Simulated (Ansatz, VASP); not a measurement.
**Two plane-wave programs on Fe**

The input POSCAR:

```
Fe
1.0
    0.0000000000      3.5140000000      3.5140000000
    1.7570000000      0.0000000000      1.7570000000
    1.7570000000      1.7570000000      0.0000000000
Fe
2
Direct
    0.0000000000      0.0000000000      0.0000000000
    0.5000000000      0.0000000000      0.0000000000
```

File INCAR.step1:

```
SYSTEM = Fe
ALGO = Normal
EDIFF = 1E-4
ENCUT = 520
GGA = PE
ISMEAR = 0
ISPIN = 2
LASPH = .TRUE.
LCHARG = .FALSE.
LMAXMIX = 4
LREAL = .FALSE.
LWAVE = .TRUE.
MAGMOM = 4 4
NBANDS = 19
NELM = 150
PREC = Accurate
SIGMA = 0.1
```

INCAR.step2

```
SYSTEM = Fe
ALGO = Normal
EDIFF = 1E-7
ENCUT = 520
ISIF = 2
ISMEAR = 0
ISPIN = 2
ISTART = 1
LASPH = .TRUE.
LCHARG = .FALSE.
LMAXMIX = 4
LMIXTAU = .TRUE.
LORBIT = 11
LREAL = .FALSE.
LWAVE = .FALSE.
MAGMOM = 4 4
METAGGA = R2SCAN
NBANDS = 19
NELM = 150
PREC = Accurate
SIGMA = 0.1
```

KPOINTS

```
k-points
0
G
  7 14 14
  0 0 0
```

Input for Ansatz:

```yaml
crystal:
  lattice:
    - [0.0, 3.514, 3.514]
    - [1.757, 0.0, 1.757]
    - [1.757, 1.757, 0.0]
  atoms:
    - { symbol: Fe, position: [0.0, 0.0, 0.0], spin: 4.0 }
    - { symbol: Fe, position: [0.5, 0.0, 0.0], spin: 4.0 }
magnetization:
  spin_polarized: true
hamiltonian:
  xc: r2scan
  pseudopotentials: { kind: paw }
basis:
  ecutwfc: 500
kpoints:
  mp_grid: { grid: [7, 14, 14] }
scf:
  occupations: { method: gaussian, width: 0.1 }
output:
  forces: true
  stress: true
```

Alike in both runs: task single point; functional r2SCAN; k mesh 7 × 14 × 14; occupations gaussian, width 0.1 eV; collinear spin.

|  | VASP | Ansatz |
| --- | --- | --- |
| version | VASP 6.6.1 | Ansatz 0.2.0 |
| potentials or method | VASP PAW PBE potentials, release 64 (Fe), cutoff 520 eV | PAW, plane waves, scalar-relativistic |
| valence electrons in the cell | 16 | 32 |

Ansatz gave:

```
pressure (GPa)                                                : 25.2
net moment per atom (μB)                                      : 2.71
size of the moment on the site where the two differ most (μB) : 2.80
```

What did VASP give for the same quantities?

Pressure (GPa): 24.9; net moment per atom (μB): 2.70; size of the moment on the site where the two differ most (μB): 2.73.

VASP's potentials were made for PBE, not for r2SCAN. Site moments also hang on the region over which each program counts them. The functional is the same, so the differences come from potentials, cutoffs and numerics. VASP's potentials hold 16 valence electrons a cell and Ansatz's 32, so a difference there can come from the potentials and not from the codes. Ansatz's warnings: stability check not made.
